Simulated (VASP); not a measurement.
Write the native input for VASP 6.6.1 that does the following.

```
Task                      : relaxation of the atoms
Functional                : PBE
Potentials or basis       : VASP PAW PBE potentials, release 64 (Al, O)
Cutoff                    : 520 eV
k mesh                    : 9 × 9 × 1
Occupations               : gaussian, width 0.1 eV
Spin                      : no spin polarisation
Dipole correction         : yes
Atoms held fixed (from 0) : [0, 1, 2, 3]
Further INCAR settings    : ALGO = Normal; EDIFF = 1e-06; IBRION = 2; EDIFFG = -0.025; NSW = 36
```

The structure of Al3O lies in POSCAR:

```
Al3O
1.0
    2.8567582918      0.0000000000      0.0000000000
    0.0000000000      2.8567582918      0.0000000000
    0.0000000000      0.0000000000     19.6746954317
Al O
3 1
Selective dynamics
Direct
    0.5000000000      0.5000000000      0.2033068321  F F F
    0.0000000000      0.0000000000      0.3092728609  F F F
    0.5000000000      0.5000000000      0.4154928578  F F F
    0.6666666667      1.0000000000      0.4563287196  F F T
```

These files were run (other wordings do the same):

INCAR

```
PREC = Accurate ; ENCUT = 520
EDIFF = 1E-6 ; ISMEAR = 0
SIGMA = 0.1 ; LREAL = F
LASPH = T ; NELM = 100
ALGO = Normal ; ISIF = 2
LWAVE = F ; LCHARG = F
LDIPOL = T ; IDIPOL = 3
DIPOL = 0.5 0.5 0.346 ; GGA = PE
IBRION = 2 ; NSW = 36
EDIFFG = -0.025
```

KPOINTS

```
Automatic mesh
0
Gamma
  9 9 1
```

Potentials or basis: VASP PAW PBE potentials, release 64 (Al, O).

Launch:

```sh
$ cat potpaw_PBE.64/Al/POTCAR potpaw_PBE.64/O/POTCAR > POTCAR
$ mpirun -np 1 vasp_std > vasp.out
```

It gave:

```yaml
Energy_gained_by_relaxing: 0.6 meV/atom
Ionic_steps: 3
Band_gap_on_the_k_mesh: zero (an odd number of electrons rules out a gap without spin polarisation)
```

Caveat: an odd number of electrons without spin polarisation forces a metal; a magnetic or distorted state may lie lower.

It took 2.4 min on 1 thread of Intel(R) Xeon(R) Platinum 8375C CPU @ 2.90GHz (Ice Lake) (shared host), peak memory 0.29 GiB.
